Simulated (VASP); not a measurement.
# Zn (P6_3/mmc) in VASP: notebook

Runs on Zn. Level: PBE. Tasks: single point.

Program: VASP 6.6.1. These are calculated values, not measurements. Logs are shortened: lines on timing, memory, paths and dates and some standing lists are left out, and cuts for length are marked.

### Step 1. The cell of the first run

Symmetry: P6_3/mmc, No. 194, hexagonal system. Conventional cell: a = 2.625 Å, b = 2.625 Å, c = 4.798 Å, α = 90.00°, β = 90.00°, γ = 120.00°. Within 3.5 Å of Zn (site symmetry -6m2) lie 12 Zn at 2.62 to 2.84 Å.

### Step 2. Single point, PBE (strain -0.015 along x and y, -0.030 along z)

Contents of INCAR:

```
PREC = Accurate
ENCUT = 520
EDIFF = 1E-6
ISMEAR = 0
SIGMA = 0.15
LREAL = F
LASPH = T
NELM = 80
ALGO = Fast
ISIF = 2
LWAVE = F
LCHARG = F
GGA = PE
NBANDS = 19
```

Contents of KPOINTS:

```
Automatic mesh
0
Gamma
  24 24 10
```

Contents of POSCAR:

```
Zn
1.0
    2.6248260824      0.0000000000      0.0000000000
   -1.3124130412      2.2731660679      0.0000000000
    0.0000000000      0.0000000000      4.7982990000
Zn
2
Direct
    0.3333333333      0.6666666667      0.2500000000
    0.6666666667      0.3333333333      0.7500000000
```

Potentials or basis: VASP PAW PBE potentials, release 64 (Zn).

Run with:

```bash
$ cat potpaw_PBE.64/Zn/POTCAR > POTCAR
$ mpirun -np 1 vasp_std > vasp.out
```

OUTCAR:

```text
PREC = Accurate
   ENCUT = 520
   EDIFF = 1E-6
   ISMEAR = 0
   LREAL = F
   LASPH = T
   NELM = 80
   ISIF = 2
   GGA = PE

 ion  position               nearest neighbor table
   1  0.333  0.667  0.250-   2 2.84   2 2.84   2 2.84   2 2.84   2 2.84   2 2.84
   2  0.667  0.333  0.750-   1 2.84   1 2.84   1 2.84   1 2.84   1 2.84   1 2.84

  LATTYP: Found a hexagonal cell.
 ALAT       =     2.6248260824
 C/A-ratio  =     1.8280445444

  Lattice vectors:

 A1 = (   2.6248260824,   0.0000000000,   0.0000000000)
 A2 = (  -1.3124130412,   2.2731660679,   0.0000000000)
 A3 = (   0.0000000000,   0.0000000000,   4.7982990000)

Analysis of symmetry for initial positions (statically):
=====================================================================
 Subroutine PRICEL returns:
 Original cell was already a primitive cell.

 Routine SETGRP: Setting up the symmetry group for a
 hexagonal supercell.

 Subroutine GETGRP returns: Found 24 space group operations
 (whereof 12 operations were pure point group operations)
 out of a pool of 24 trial point group operations.

The static configuration has the point symmetry D_3d.
 The point group associated with its full space group is D_6h.

Analysis of symmetry for dynamics (positions and initial velocities):
=====================================================================
 Subroutine PRICEL returns:
 Original cell was already a primitive cell.

 Routine SETGRP: Setting up the symmetry group for a
 hexagonal supercell.

 Subroutine GETGRP returns: Found 24 space group operations
 (whereof 12 operations were pure point group operations)
 out of a pool of 24 trial point group operations.

The dynamic configuration has the point symmetry D_3d.
 The point group associated with its full space group is D_6h.

 Subroutine INISYM returns: Found 24 space group operations
 (whereof 12 operations are pure point group operations),
 and found     1 'primitive' translations

----------------------------------------------------------------------------------------

                                     Primitive cell

  volume of cell :      28.6298

[... 80 lines left out ...]
   ISTART =      0    job   : 0-new  1-cont  2-samecut
   ICHARG =      2    charge: 1-file 2-atom 10-const
   ISPIN  =      1    spin polarized calculation?
   LNONCOLLINEAR =      F non collinear calculations
   LSORBIT =      F    spin-orbit coupling
   LASPH  =      T    aspherical Exc in radial PAW
   ENCUT  =  520.0 eV  38.22 Ry    6.18 a.u.   4.88  4.88  8.92*2*pi/ulx,y,z
   NELM   =     80;   NELMIN=  2; NELMDL= -5     # of ELM steps
   EDIFF  = 0.1E-05   stopping-criterion for ELM
   LREAL  =      F    real-space projection
   EDIFFG = 0.1E-04   stopping-criterion for IOM
   NSW    =      0    number of steps for IOM
   IBRION =     -1    ionic relax: 0-MD 1-quasi-New 2-CG
   NFREE  =      0    steps in history (QN), initial steepest desc. (CG)
   ISIF   =      2    stress and relaxation
   ISYM   =      2    0-nonsym 1-usesym 2-fastsym
   POTIM  = 0.5000    time-step for ionic-motion
   TEBEG  =    0.0;   TEEND  =   0.0 temperature during run
   PSTRESS=    0.0 pullay stress
   NELECT =      24.0000    total number of electrons
   NUPDOWN=      -1.0000    fix difference up-down
   EMIN   =  10.00;   EMAX   =-10.00  energy-range for DOS
   EFERMI =   0.00;   METHOD = LEGACY
   ISMEAR =     0;   SIGMA  =   0.15  broadening in eV -4-tet -1-fermi 0-gaus
   EFERMI_NEDOS =   21; number of points for ismear=-14 and -15
   IALGO  =     68    algorithm
   IMIX   =      4    mixing-type and parameters
     AMIX     =   0.40;   BMIX     =  1.00
     AMIX_MAG =   1.60;   BMIX_MAG =  1.00
  volume/ion in A,a.u.               =      14.31        96.60
  Fermi-wavevector in a.u.,A,eV,Ry     =   1.543615  2.917009 32.419233  2.382746
  Thomas-Fermi vector in A             =   2.649252
   LORBIT       =      0    0 simple, 1 ext, 2 COOP (PROOUT), +10 PAW based schemes
   GGA     = PE    functional components
   LHFCALC =     F    Hartree Fock is set to
   AEXX    =    0.0000 exact exchange contribution
   IVDW    =     0    specifies the selected vdW correction
   LEPSILON=     F    determine dielectric tensor
   LRPA    =     F    only Hartree local field effects (RPA)
 non-spin polarized calculation
 RMM-DIIS sequential band-by-band and
 Gauss-broadening in eV      SIGMA  =   0.15
  energy-cutoff  :      520.00
  volume of cell :       28.63
 maximum number of plane-waves:       798
 NGX is ok and might be reduce to    20
   NGX =  9   NGY =  9   NGZ = 17

 number of electron      24.0000036 magnetization

 Free energy of the ion-electron system (eV)
  ---------------------------------------------------
  ext. energy  EPLUGINS =         0.00000000
  ---------------------------------------------------
  free energy    TOTEN  =        -2.18862671 eV

  energy without entropy =       -2.18365693  energy(sigma->0) =       -2.18614182

 E-fermi :   3.6230     XC(G=0): -11.8756

 val. band max:        3.6180662593   @ k =   0.3333   0.2917   0.1000
 cond. band min:       3.6321492648   @ k =   0.3333   0.3333   0.1000
 fundamental gap:      0.0140830055
 Fermi energy:         3.6230263829

 k-point     1 :       0.0000    0.0000    0.0000
  band No.  band energies     occupation
      1      -7.3336      2.00000
      2      -5.3039      2.00000
      3      -4.5180      2.00000
      4      -4.2822      2.00000
      5      -4.2822      2.00000
      6      -4.2214      2.00000
[... 505 lines left out ...]
      6      -4.1255      2.00000
[... 11 lines left out ...]
     18      18.9034      0.00000
     19      19.1839      0.00000

 [... further k-points ...]

------------------------ aborting loop because EDIFF is reached ----------------------------------------

  FORCE on cell =-STRESS in cart. coord.  units (eV):
  Direction    XX          YY          ZZ          XY          YZ          ZX
  --------------------------------------------------------------------------------------
  -------------------------------------------------------------------------------------
  Total        0.8376293      0.8376293      0.9432013      0.0000000      0.0000000      0.0000000
  in kB       46.8752340     46.8752340     52.7832298      0.0000000      0.0000000      0.0000000
  external PRESSURE =      48.8445659 kB  Pullay stress =       0.0000000 kB

 VOLUME and BASIS-vectors are now :
 -----------------------------------------------------------------------------
  energy-cutoff  :      520.00
  volume of cell :       28.63
      direct lattice vectors                 reciprocal lattice vectors
     2.624826082  0.000000000  0.000000000     0.380977622  0.219957533  0.000000000
    -1.312413041  2.273166068  0.000000000     0.000000000  0.439915066  0.000000000
     0.000000000  0.000000000  4.798299000     0.000000000  0.000000000  0.208407188

 POSITION                                       TOTAL-FORCE (eV/Angst)
 -----------------------------------------------------------------------------------
     -0.00000      1.51544      1.19957         0.000000      0.000000      0.000000
      1.31241      0.75772      3.59872        -0.000000     -0.000000      0.000000
 -----------------------------------------------------------------------------------
    total drift:                               -0.000000      0.000000      0.000000

  FREE ENERGIE OF THE ION-ELECTRON SYSTEM (eV)
  ---------------------------------------------------
  free  energy   TOTEN  =        -2.1886267088 eV

  energy  without entropy=       -2.1836569257  energy(sigma->0) =       -2.18614182
```

stdout:

```text
POSCAR found type information on POSCAR Zn
 POSCAR found :  1 types and       2 ions
 scaLAPACK will be used
 LDA part: xc-table for (Slater+PW92), standard interpolation
 POSCAR, INCAR and KPOINTS ok, starting setup
 FFT: planning ... GRIDC
 FFT: planning ... GRID_SOFT
 FFT: planning ... GRID
 WAVECAR not read
 entering main loop
```

Wall time 3.4 min (1 thread of Intel Xeon Platinum 8375C at 2.90GHz (Ice Lake), shared host); peak memory 0.27 GiB.

Results:

```
Free energy            : -2.1886 eV
Pressure               : 4.9 GPa
Band gap on the k mesh : zero (bands 12 and 13 overlap by 4.26 eV)
```

Levels at points of the mesh, in eV from the Fermi level:
| k point | band 9 | band 10 | band 11 | band 12 | band 13 | band 14 | band 15 | band 16 |
| --- | --- | --- | --- | --- | --- | --- | --- | --- |
| (0.00, 0.00, 0.00) | -7.51 | -7.26 | -7.26 | -3.94 | -2.87 | 14.66 | 17.85 | 17.85 |
| (0.50, 0.00, 0.00) | -7.08 | -7.05 | -3.15 | -2.34 | 2.82 | 3.54 | 4.49 | 5.81 |
| (0.00, 0.00, 0.50) | -7.36 | -7.36 | -7.36 | -7.36 | 5.03 | 5.03 | 19.25 | 19.25 |
| (0.50, 0.00, 0.50) | -7.06 | -7.06 | -2.14 | -2.14 | 0.14 | 0.14 | 10.70 | 10.70 |

Caveat: the cell differs from its parent crystal (strain -0.015 along x and y, -0.030 along z); the cell stands under pressure.

### Step 3. Single point, PBE (strain -0.030 along x and y, +0.015 along z)

Contents of INCAR:

```
SYSTEM = Zn
PREC     = Accurate       ! precision mode
ENCUT    = 520            ! plane-wave cutoff, eV
EDIFF    = 1E-6           ! SCF threshold, eV
ISMEAR   = 0              ! smearing method
SIGMA    = 0.15           ! smearing width, eV
LREAL    = .FALSE.        ! projectors in reciprocal space
LASPH    = .TRUE.         ! aspherical terms in the spheres
NELM     = 100            ! most SCF steps
ALGO     = Fast           ! electronic algorithm
ISIF     = 2              ! what is computed and relaxed
LWAVE    = .FALSE.        ! write WAVECAR
LCHARG   = .FALSE.        ! write CHGCAR
GGA      = PE             ! functional
NBANDS   = 19             ! bands
```

Contents of KPOINTS:

```
regular mesh
0
G
  24 24 10
  0 0 0
```

Contents of POSCAR:

```
Zn
1.0
    2.5848541116      0.0000000000      0.0000000000
   -1.2924270558      2.2385493257      0.0000000000
    0.0000000000      0.0000000000      5.0209005000
Zn
2
Direct
    0.3333333333      0.6666666667      0.2500000000
    0.6666666667      0.3333333333      0.7500000000
```

Potentials or basis: VASP PAW PBE potentials, release 64 (Zn).

Run with:

```bash
$ cat potpaw_PBE.64/Zn/POTCAR > POTCAR
$ mpirun -np 1 vasp_std > vasp.out
```

Run time: 3.9 min. Hardware: 1 thread of Intel Xeon Platinum 8375C at 2.90GHz (Ice Lake), shared host; peak memory 0.26 GiB.

It converged, with:

| Quantity | Value |
| --- | --- |
| Free energy | -2.1928 eV |
| Pressure | 5.8 GPa |
| Band gap on the k mesh | zero (bands 12 and 13 overlap by 5.11 eV) |

Stress tensor (GPa, compression positive):
```
7.10 0.00 0.00
0.00 7.10 0.00
0.00 0.00 3.24
```

Levels at points of the mesh, in eV from the Fermi level:
| k point | band 9 | band 10 | band 11 | band 12 | band 13 | band 14 | band 15 | band 16 |
| --- | --- | --- | --- | --- | --- | --- | --- | --- |
| (0.00, 0.00, 0.00) | -7.25 | -7.07 | -7.07 | -3.95 | -3.40 | 12.63 | 16.58 | 19.15 |
| (0.50, 0.00, 0.00) | -6.83 | -6.82 | -2.72 | -1.85 | 2.59 | 3.74 | 4.27 | 5.88 |
| (0.00, 0.00, 0.50) | -7.15 | -7.15 | -7.15 | -7.15 | 4.00 | 4.00 | 20.40 | 20.40 |
| (0.50, 0.00, 0.50) | -6.82 | -6.82 | -1.82 | -1.82 | 0.53 | 0.53 | 9.98 | 9.98 |

Caveat: the cell differs from its parent crystal (strain -0.030 along x and y, +0.015 along z); the cell stands under pressure.

The gap in the log of VASP goes by the Fermi energy; the results here count the filled bands.